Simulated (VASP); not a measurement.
# Be4Se (P-4m2) in VASP: further runs

The runs below take Be4Se through single point, relaxation of cell and atoms, with PBE.

Program: VASP 6.6.1. These are calculated values, not measurements. Logs are shortened: lines on timing, memory, paths and dates and some standing lists are left out, and cuts for length are marked.

## 1. The cell of the first run

The structure is tetragonal, space group P-4m2 (No. 115). Conventional cell: a = 4.235 Å, b = 4.235 Å, c = 5.351 Å, α = 90.00°, β = 90.00°, γ = 90.00°. Be (site symmetry m) has 4 Be at 2.09 to 2.20 Å and 1 Se at 2.16 Å within 2.8 Å. Within 2.9 Å of Se (site symmetry -4m2) lie 4 Be at 2.16 Å.

## 2. Single point, PBE

Input file INCAR:

```
  PREC = Accurate
  ENCUT = 520
  EDIFF = 1E-6
  ISMEAR = 0
  SIGMA = 0.2
  LREAL = False
  LASPH = True
  NELM = 100
  ALGO = Normal
  ISIF = 2
  LWAVE = False
  LCHARG = False
  GGA = PE
  NBANDS = 25
```

Input file KPOINTS:

```
Automatic mesh
0
Gamma
  6 6 2
```

Input file POSCAR:

```
Be4Se
1.0
    4.2348806799      0.0000000000      0.0000000000
    0.0000000000      4.2348806799      0.0000000000
    0.0000000000      0.0000000000     10.7027175541
Be Se
8 2
Direct
    0.2527608979      0.0000000000      0.4255651925
    0.2527608979      0.0000000000      0.9255651925
    0.7472391021      0.0000000000      0.4255651925
    0.7472391021      0.0000000000      0.9255651925
    0.0000000000      0.7472391021      0.0744348075
    0.0000000000      0.7472391021      0.5744348075
    0.0000000000      0.2527608979      0.0744348075
    0.0000000000      0.2527608979      0.5744348075
    0.0000000000      0.0000000000      0.2500000000
    1.0000000000      0.0000000000      0.7500000000
```

Potentials or basis: VASP PAW PBE potentials, release 64 (Be, Se).

Run with:

```bash
cat potpaw_PBE.64/Be/POTCAR potpaw_PBE.64/Se/POTCAR > POTCAR
mpirun -np 1 vasp_std > vasp.out
```

OUTCAR:

```text
PREC = Accurate
   ENCUT = 520
   EDIFF = 1E-6
   ISMEAR = 0
   LREAL = False
   LASPH = True
   NELM = 100
   ISIF = 2
   GGA = PE

 ion  position               nearest neighbor table
   1  0.253  0.000  0.426-   3 2.09   3 2.14   9 2.16   6 2.20   8 2.20
   2  0.253  0.000  0.926-   4 2.09   4 2.14  10 2.16   5 2.20   7 2.20
   3  0.747  0.000  0.426-   1 2.09   1 2.14   9 2.16   8 2.20   6 2.20
   4  0.747  0.000  0.926-   2 2.09   2 2.14  10 2.16   7 2.20   5 2.20
   5  0.000  0.747  0.074-   7 2.09   7 2.14   9 2.16   2 2.20   4 2.20
   6  0.000  0.747  0.574-   8 2.09   8 2.14  10 2.16   1 2.20   3 2.20
   7  0.000  0.253  0.074-   5 2.09   5 2.14   9 2.16   4 2.20   2 2.20
   8  0.000  0.253  0.574-   6 2.09   6 2.14  10 2.16   3 2.20   1 2.20
   9  0.000  0.000  0.250-   1 2.16   3 2.16   5 2.16   7 2.16
  10  0.000  0.000  0.750-   2 2.16   4 2.16   6 2.16   8 2.16

  LATTYP: Found a simple tetragonal cell.
 ALAT       =     4.2348806799
 C/A-ratio  =     2.5272772395

  Lattice vectors:

 A1 = (   4.2348806799,   0.0000000000,   0.0000000000)
 A2 = (   0.0000000000,   4.2348806799,   0.0000000000)
 A3 = (   0.0000000000,   0.0000000000,  10.7027175541)

Analysis of symmetry for initial positions (statically):
=====================================================================
 Subroutine PRICEL returns following result:

  LATTYP: Found a simple tetragonal cell.
 ALAT       =     4.2348806799
 C/A-ratio  =     1.2636386197

  Lattice vectors:

 A1 = (   4.2348806799,   0.0000000000,   0.0000000000)
 A2 = (   0.0000000000,   4.2348806799,   0.0000000000)
 A3 = (   0.0000000000,   0.0000000000,   5.3513587770)

   2 primitive cells build up your supercell.

 Routine SETGRP: Setting up the symmetry group for a
 simple tetragonal supercell.

 Subroutine GETGRP returns: Found  8 space group operations
 (whereof  8 operations were pure point group operations)
 out of a pool of 16 trial point group operations.

The static configuration has the point symmetry D_2d.

Analysis of symmetry for dynamics (positions and initial velocities):
=====================================================================
 Subroutine PRICEL returns following result:

  LATTYP: Found a simple tetragonal cell.
 ALAT       =     4.2348806799
 C/A-ratio  =     1.2636386197

  Lattice vectors:

 A1 = (   4.2348806799,   0.0000000000,   0.0000000000)
 A2 = (   0.0000000000,   4.2348806799,   0.0000000000)
 A3 = (   0.0000000000,   0.0000000000,   5.3513587770)

   2 primitive cells build up your supercell.

 Routine SETGRP: Setting up the symmetry group for a
 simple tetragonal supercell.

 Subroutine GETGRP returns: Found  8 space group operations
 (whereof  8 operations were pure point group operations)
 out of a pool of 16 trial point group operations.

The dynamic configuration has the point symmetry D_2d.

 Subroutine INISYM returns: Found  8 space group operations
 (whereof  8 operations are pure point group operations),
 and found     2 'primitive' translations

----------------------------------------------------------------------------------------

                                     Primitive cell

  volume of cell :      95.9724

  direct lattice vectors                    reciprocal lattice vectors
     4.234880680  0.000000000  0.000000000     0.236134162  0.000000000  0.000000000
     0.000000000  4.234880680  0.000000000     0.000000000  0.236134162  0.000000000
     0.000000000  0.000000000  5.351358777     0.000000000  0.000000000  0.186868428

  length of vectors
     4.234880680  4.234880680  5.351358777     0.236134162  0.236134162  0.186868428

  position of ions in fractional coordinates (direct lattice)
     0.252760898  0.000000000  0.851130385
     0.747239102  0.000000000  0.851130385
     0.000000000  0.747239102  0.148869615
     0.000000000  0.252760898  0.148869615
     0.000000000  0.000000000  0.500000000

  ion indices of the primitive-cell ions
   primitive index   ion index
                 1           1
                 2           3
                 3           6
                 4           8
                 5           9

----------------------------------------------------------------------------------------

 KPOINTS: Automatic mesh

Automatic generation of k-mesh.
 Grid dimensions read from file:
 generate k-points for:    6    6    2

 Generating k-lattice:

  Cartesian coordinates                     Fractional coordinates (reciprocal lattice)
     0.039355694  0.000000000  0.000000000     0.166666667  0.000000000  0.000000000
     0.000000000  0.039355694  0.000000000     0.000000000  0.166666667  0.000000000
     0.000000000  0.000000000  0.046717107     0.000000000  0.000000000  0.500000000

  Length of vectors
     0.039355694  0.039355694  0.046717107

  Shift w.r.t. Gamma in fractional coordinates (k-lattice)
     0.000000000  0.000000000  0.000000000

 Subroutine IBZKPT returns following result:
 ===========================================

 Found     20 irreducible k-points:

 Following reciprocal coordinates:
            Coordinates               Weight
  0.000000  0.000000  0.000000      1.000000
  0.166667  0.000000  0.000000      4.000000
  0.333333  0.000000  0.000000      4.000000
  0.500000  0.000000  0.000000      2.000000
  0.166667  0.166667  0.000000      4.000000
  0.333333  0.166667  0.000000      8.000000
[... 12 lines left out ...]
  0.500000  0.333333  0.500000      4.000000
  0.500000  0.500000  0.500000      1.000000
   k-points           NKPTS =     20   k-points in BZ     NKDIM =     20   number of bands    NBANDS=     25
   number of dos      NEDOS =    301   number of ions     NIONS =     10
   total plane-waves  NPLWV =  81920
   dimension x,y,z NGX =    32 NGY =   32 NGZ =   80
   dimension x,y,z NGXF=    64 NGYF=   64 NGZF=  160
   ions per type =               8   2
   NGX,Y,Z   is equivalent  to a cutoff of  12.56, 12.56, 12.43 a.u.
   NGXF,Y,Z  is equivalent  to a cutoff of  25.12, 25.12, 24.85 a.u.
 SYSTEM =  unknown system
   PREC   = accura    normal or accurate (medium, high low for compatibility)
   ISTART =      0    job   : 0-new  1-cont  2-samecut
   ICHARG =      2    charge: 1-file 2-atom 10-const
   ISPIN  =      1    spin polarized calculation?
   LNONCOLLINEAR =      F non collinear calculations
   LSORBIT =      F    spin-orbit coupling
   LASPH  =      T    aspherical Exc in radial PAW
   ENCUT  =  520.0 eV  38.22 Ry    6.18 a.u.   7.87  7.87 19.90*2*pi/ulx,y,z
   NELM   =    100;   NELMIN=  2; NELMDL= -5     # of ELM steps
   EDIFF  = 0.1E-05   stopping-criterion for ELM
   LREAL  =      F    real-space projection
   EDIFFG = 0.1E-04   stopping-criterion for IOM
   NSW    =      0    number of steps for IOM
   IBRION =     -1    ionic relax: 0-MD 1-quasi-New 2-CG
   NFREE  =      0    steps in history (QN), initial steepest desc. (CG)
   ISIF   =      2    stress and relaxation
   ISYM   =      2    0-nonsym 1-usesym 2-fastsym
   POTIM  = 0.5000    time-step for ionic-motion
   TEBEG  =    0.0;   TEEND  =   0.0 temperature during run
   PSTRESS=    0.0 pullay stress
   NELECT =      28.0000    total number of electrons
   NUPDOWN=      -1.0000    fix difference up-down
   EMIN   =  10.00;   EMAX   =-10.00  energy-range for DOS
   EFERMI =   0.00;   METHOD = LEGACY
   ISMEAR =     0;   SIGMA  =   0.20  broadening in eV -4-tet -1-fermi 0-gaus
   EFERMI_NEDOS =   21; number of points for ismear=-14 and -15
   IALGO  =     38    algorithm
   IMIX   =      4    mixing-type and parameters
     AMIX     =   0.40;   BMIX     =  1.00
     AMIX_MAG =   1.60;   BMIX_MAG =  1.00
  volume/ion in A,a.u.               =      19.19       129.53
  Fermi-wavevector in a.u.,A,eV,Ry     =   0.861791  1.628549 10.104829  0.742684
  Thomas-Fermi vector in A             =   1.979497
   LORBIT       =      0    0 simple, 1 ext, 2 COOP (PROOUT), +10 PAW based schemes
   GGA     = PE    functional components
   LHFCALC =     F    Hartree Fock is set to
   AEXX    =    0.0000 exact exchange contribution
   IVDW    =     0    specifies the selected vdW correction
   LEPSILON=     F    determine dielectric tensor
   LRPA    =     F    only Hartree local field effects (RPA)
 non-spin polarized calculation
 Gauss-broadening in eV      SIGMA  =   0.20
  energy-cutoff  :      520.00
  volume of cell :      191.94
 maximum number of plane-waves:      5220
 NGX is ok and might be reduce to    32

 number of electron      27.9999995 magnetization

 Free energy of the ion-electron system (eV)
  ---------------------------------------------------
  ext. energy  EPLUGINS =         0.00000000
  ---------------------------------------------------
  free energy    TOTEN  =       -31.28340994 eV

  energy without entropy =      -31.27563410  energy(sigma->0) =      -31.27952202

 E-fermi :   1.3230     XC(G=0):  -7.7933

 val. band max:        1.1211267365   @ k =   0.1667   0.1667   0.0000
 cond. band min:       1.3397028505   @ k =   0.5000   0.5000   0.0000
 fundamental gap:      0.2185761140
 Fermi energy:         1.3229930505

 k-point     1 :       0.0000    0.0000    0.0000
  band No.  band energies     occupation
      1     -12.5034      2.00000
      2     -12.4563      2.00000
      3      -6.2543      2.00000
      4      -4.8919      2.00000
      5      -4.0774      2.00000
      6      -1.5224      2.00000
[... 17 lines left out ...]
     24       7.1272      0.00000
     25       7.3186      0.00000

 k-point     2 :       0.1667    0.0000    0.0000
  band No.  band energies     occupation
      1     -12.4716      2.00000
      2     -12.4255      2.00000
      3      -6.1752      2.00000
      4      -4.8438      2.00000
      5      -3.9740      2.00000
      6      -2.0594      2.00000
[... 17 lines left out ...]
     24       6.8163      0.00000
     25       7.2758      0.00000
[... 474 lines left out ...]
     24       5.8414      0.00000
     25       8.2533      0.00000

 k-point    20 :       0.5000    0.5000    0.5000
  band No.  band energies     occupation
      1     -12.2302      2.00000
      2     -12.2302      2.00000
      3      -5.2060      2.00000
      4      -5.2060      2.00000
      5      -2.8341      2.00000
      6      -2.8341      2.00000
[... 17 lines left out ...]
     24       5.9283      0.00000
     25       8.9699      0.00000

------------------------ aborting loop because EDIFF is reached ----------------------------------------

  FORCE on cell =-STRESS in cart. coord.  units (eV):
  Direction    XX          YY          ZZ          XY          YZ          ZX
  --------------------------------------------------------------------------------------
  -------------------------------------------------------------------------------------
  Total        0.0783409      0.0783409      0.2930562      0.0000000      0.0000000     -0.0000000
  in kB        0.6539171      0.6539171      2.4461612      0.0000000      0.0000000     -0.0000000
  external PRESSURE =       1.2513318 kB  Pullay stress =       0.0000000 kB

 VOLUME and BASIS-vectors are now :
 -----------------------------------------------------------------------------
  energy-cutoff  :      520.00
  volume of cell :      191.94
      direct lattice vectors                 reciprocal lattice vectors
     4.234880680  0.000000000  0.000000000     0.236134162  0.000000000  0.000000000
     0.000000000  4.234880680  0.000000000     0.000000000  0.236134162  0.000000000
     0.000000000  0.000000000 10.702717554     0.000000000  0.000000000  0.093434214

 POSITION                                       TOTAL-FORCE (eV/Angst)
 -----------------------------------------------------------------------------------
      1.07041      0.00000      4.55470         0.022912      0.000000      0.005619
      1.07041      0.00000      9.90606         0.022912      0.000000      0.005619
      3.16447      0.00000      4.55470        -0.022912      0.000000      0.005619
      3.16447      0.00000      9.90606        -0.022912      0.000000      0.005619
      0.00000      3.16447      0.79665        -0.000000     -0.022912     -0.005619
      0.00000      3.16447      6.14801        -0.000000     -0.022912     -0.005619
      0.00000      1.07041      0.79665        -0.000000      0.022912     -0.005619
      0.00000      1.07041      6.14801        -0.000000      0.022912     -0.005619
      0.00000      0.00000      2.67568        -0.000000      0.000000      0.000000
      0.00000      0.00000      8.02704        -0.000000      0.000000      0.000000
 -----------------------------------------------------------------------------------
    total drift:                               -0.000000      0.000000      0.000000

  FREE ENERGIE OF THE ION-ELECTRON SYSTEM (eV)
  ---------------------------------------------------
  free  energy   TOTEN  =       -31.2834099357 eV

  energy  without entropy=      -31.2756340977  energy(sigma->0) =      -31.27952202
```

Run time: 89 s. Hardware: 1 thread of Intel Xeon 6975P-C, shared host; peak memory 0.3 GiB.

What came out:

```yaml
Free_energy: -31.2834 eV
Pressure: 0.1 GPa
Largest_force: 0.024 eV/Å
Band_gap_on_the_k_mesh: 0.22 eV
```

Forces in eV/Å, atoms in the order of the input:
```
Be   0.023  0.000  0.006
Be   0.023  0.000  0.006
Be  -0.023  0.000  0.006
Be  -0.023  0.000  0.006
Be   0.000 -0.023 -0.006
Be   0.000 -0.023 -0.006
Be   0.000  0.023 -0.006
Be   0.000  0.023 -0.006
Se   0.000  0.000  0.000
Se   0.000  0.000  0.000
```

## 3. Single point, PBE

This run uses another cell than the first one: it holds 5 atoms, not 10.

Input file INCAR:

```
SYSTEM = Be4Se
ALGO = Normal
EDIFF = 1E-7
ENCUT = 520
GGA = PE
ISIF = 2
ISMEAR = 0
LASPH = .True.
LCHARG = .False.
LREAL = .False.
LWAVE = .False.
NBANDS = 15
NELM = 100
PREC = Accurate
SIGMA = 0.01
```

Input file KPOINTS:

```
k-points
0
Gamma
  8 8 8
  0 0 0
```

Input file POSCAR:

```
Be4Se
1.0
    4.2348806799      0.0000000000      0.0000000000
    0.0000000000      4.2348806799      0.0000000000
    0.0000000000      0.0000000000      5.3513587770
Be Se
4 1
Direct
    0.2527608979      0.0000000000      0.8511303850
    0.7472391021      0.0000000000      0.8511303850
    0.0000000000      0.7472391021      0.1488696150
    0.0000000000      0.2527608979      0.1488696150
    0.0000000000      0.0000000000      0.5000000000
```

Potentials or basis: VASP PAW PBE potentials, release 64 (Be, Se).

Run with:

```bash
cat potpaw_PBE.64/Be/POTCAR potpaw_PBE.64/Se/POTCAR > POTCAR
mpirun -np 1 vasp_std > vasp.out
```

It took 75 s on 1 thread of Intel Xeon 6975P-C, shared host; peak memory 0.26 GiB.

It converged, with:

* Free energy: -15.6546 eV
* Pressure: 0.1 GPa
* Largest force: 0.017 eV/Å
* Band gap on the k mesh: 0.25 eV, indirect (least direct gap 0.72 eV)

Forces on the atoms (eV/Å):
```
Be   0.016  0.000  0.004
Be  -0.016  0.000  0.004
Be   0.000 -0.016 -0.004
Be   0.000  0.016 -0.004
Se   0.000  0.000  0.000
```

Stress tensor (GPa, compression positive):
```
0.07 0.00 0.00
0.00 0.07 0.00
0.00 0.00 0.23
```

Levels at points of the mesh, in eV from the valence-band top:
| k point | band 3 | band 4 | band 5 | band 6 | band 7 | band 8 | band 9 | band 10 | band 11 | band 12 |
| --- | --- | --- | --- | --- | --- | --- | --- | --- | --- | --- |
| (0.00, 0.00, 0.00) | -5.17 | -2.43 | -2.43 | -1.11 | -0.16 | 1.60 | 1.60 | 5.33 | 5.72 | 6.04 |
| (0.50, 0.00, 0.00) | -4.52 | -4.51 | -2.20 | -1.07 | -0.38 | 0.92 | 2.63 | 3.22 | 6.09 | 6.41 |
| (0.50, 0.50, 0.00) | -4.08 | -4.08 | -3.99 | -0.47 | -0.47 | 0.25 | 1.62 | 1.62 | 5.13 | 6.94 |
| (0.00, 0.00, 0.50) | -2.61 | -2.36 | -2.36 | -0.75 | -0.31 | 1.14 | 1.14 | 1.87 | 4.85 | 5.65 |
| (0.50, 0.00, 0.50) | -4.00 | -2.75 | -2.17 | -1.99 | -0.25 | 2.29 | 2.60 | 3.52 | 3.64 | 5.50 |
| (0.50, 0.50, 0.50) | -3.72 | -3.72 | -1.90 | -1.90 | -1.42 | 0.69 | 2.96 | 3.08 | 4.54 | 4.54 |

## 4. Relaxation of cell and atoms, PBE

This run uses another cell than the first one: it holds 5 atoms, not 10.

Input file INCAR:

```
PREC = Accurate
ENCUT = 600
EDIFF = 1E-7
ISMEAR = 0
SIGMA = 0.01
LREAL = False
LASPH = True
NELM = 80
ALGO = Normal
ISIF = 3
LWAVE = False
LCHARG = False
GGA = PE
IBRION = 2
NSW = 100
EDIFFG = -0.01
```

Input file KPOINTS:

```
Automatic mesh
0
Gamma
  8 8 8
```

Input file POSCAR:

```
Be4Se
1.0
    4.2273144375      0.0000000000      0.0000000000
    0.0000000000      4.2273144375      0.0000000000
    0.0000000000      0.0000000000      5.3616197757
Be Se
4 1
Direct
    0.2525719905      0.0000000000      0.8509774260
    0.7474280095      0.0000000000      0.8509774260
    0.0000000000      0.7474280095      0.1490225740
    0.0000000000      0.2525719905      0.1490225740
    0.0000000000      0.0000000000      0.5000000000
```

Run with:

```bash
cat potpaw_PBE.64/Be/POTCAR potpaw_PBE.64/Se/POTCAR > POTCAR
mpirun -np 1 vasp_std > vasp.out
```

Wall time 3.1 min (1 thread of Intel Xeon 6975P-C, shared host); peak memory 0.31 GiB.

The run converged. Its results:

```
Free energy                            : -15.6548 eV
Relaxed volume                         : 19.24 Å³/atom
Relaxed cell                           : a = 4.238 Å, b = 4.238 Å, c = 5.356 Å, α = 90.00°, β = 90.00°, γ = 90.00°
Space group after relaxing (to 0.05 Å) : P-4m2 (No. 115)
Energy gained by relaxing              : 0.1 meV/atom
Ionic steps                            : 5
Pressure after relaxing                : 0.0 GPa
Band gap on the k mesh                 : 0.26 eV, indirect (least direct gap 0.72 eV)
```

The path:
```tsv
step	energy change (eV)	largest force (eV/Å)	pressure (GPa)	volume (Å³)
1	0.0000	0.0312	0.12	95.81
2	-0.0004	0.0036	0.07	96.01
3	-0.0004	0.0177	0.03	96.12
4	-0.0004	0.0154	0.04	96.11
5	-0.0005	0.0015	0.01	96.20
```

Final structure:
```
CELL_PARAMETERS angstrom
4.23790 0.00000 0.00000
0.00000 4.23790 0.00000
0.00000 0.00000 5.35639
ATOMIC_POSITIONS crystal
Be 0.25293 0.00000 0.85114
Be 0.74707 0.00000 0.85114
Be 0.00000 0.74707 0.14886
Be 0.00000 0.25293 0.14886
Se 0.00000 0.00000 0.50000
```

Levels at points of the mesh, in eV from the valence-band top:
```csv
k point,band 5,band 6,band 7,band 8,band 9,band 10
"(0.00, 0.00, 0.00)",-2.42,-1.10,-0.16,1.60,1.60,5.32
"(0.50, 0.00, 0.00)",-2.19,-1.06,-0.38,0.92,2.63,3.22
"(0.50, 0.50, 0.00)",-3.98,-0.47,-0.47,0.26,1.62,1.62
"(0.00, 0.00, 0.50)",-2.35,-0.74,-0.30,1.15,1.15,1.86
"(0.50, 0.00, 0.50)",-2.16,-1.98,-0.25,2.29,2.59,3.52
"(0.50, 0.50, 0.50)",-1.90,-1.90,-1.41,0.69,2.96,3.08
```

A k mesh can miss the band edges.

## 5. The runs side by side

```tsv
task	cell	k mesh	cutoff (eV)	smearing	gap on the mesh (eV)	pressure (GPa)	largest force (eV/Å)
single point	a = 4.235, b = 4.235, c = 10.703 Å, 10 atoms	6 × 6 × 2	520	gaussian 0.2 eV	0.22	0.1	0.02
single point	a = 4.235, b = 4.235, c = 5.351 Å, 5 atoms	8 × 8 × 8	520	gaussian 0.01 eV	0.25	0.1	0.02
relaxation of cell and atoms	relaxed from a = 4.227, b = 4.227, c = 5.362 Å, 5 atoms	8 × 8 × 8	600	gaussian 0.01 eV	0.26	0.0	-
```

Alike in all rows: level PBE; potentials or basis VASP PAW PBE potentials, release 64 (Be, Se); no spin polarisation.

Absolute energies hang on the potentials; compare differences alone.
